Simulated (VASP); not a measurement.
Input of a VASP 6.6.1 run:

Contents of INCAR:

```
SYSTEM = Ge
PREC     = Accurate       ! precision mode
ENCUT    = 520            ! plane-wave cutoff, eV
EDIFF    = 1E-7           ! SCF threshold, eV
ISMEAR   = 1              ! smearing method
SIGMA    = 0.2            ! smearing width, eV
LREAL    = .FALSE.        ! projectors in reciprocal space
LASPH    = .TRUE.         ! aspherical terms in the spheres
NELM     = 60             ! most SCF steps
ALGO     = Normal         ! electronic algorithm
ISIF     = 2              ! what is computed and relaxed
LWAVE    = .FALSE.        ! write WAVECAR
LCHARG   = .FALSE.        ! write CHGCAR
NBANDS   = 21             ! bands
```

Contents of KPOINTS:

```
regular mesh
0
G
  12 12 12
  0 0 0
```

File POSCAR:

```
Ge
1.0
   -2.5744897200      2.5744897200      1.3974126400
    2.5744897200     -2.5744897200      1.3974126400
    2.5744897200      2.5744897200     -1.3974126400
Ge
2
Direct
    0.2500000000      0.7500000000      0.5000000000
    0.5000000000      0.5000000000      0.0000000000
```

Potentials or basis: VASP PAW LDA potentials, release 64 (Ge_d).

Run with:

```bash
$ cat potpaw_LDA.64/Ge_d/POTCAR > POTCAR
$ mpirun -np 1 vasp_std > vasp.out
```

Estimate the pressure.

-2.7 GPa.

Predict the band gap on the k mesh.

zero (band 14 reaches 8.09 eV, above the bottom of band 15 at 3.04 eV).

Stress tensor (GPa, compression positive):
```
-3.04  0.00  0.00
 0.00 -3.04  0.00
 0.00  0.00 -1.89
```
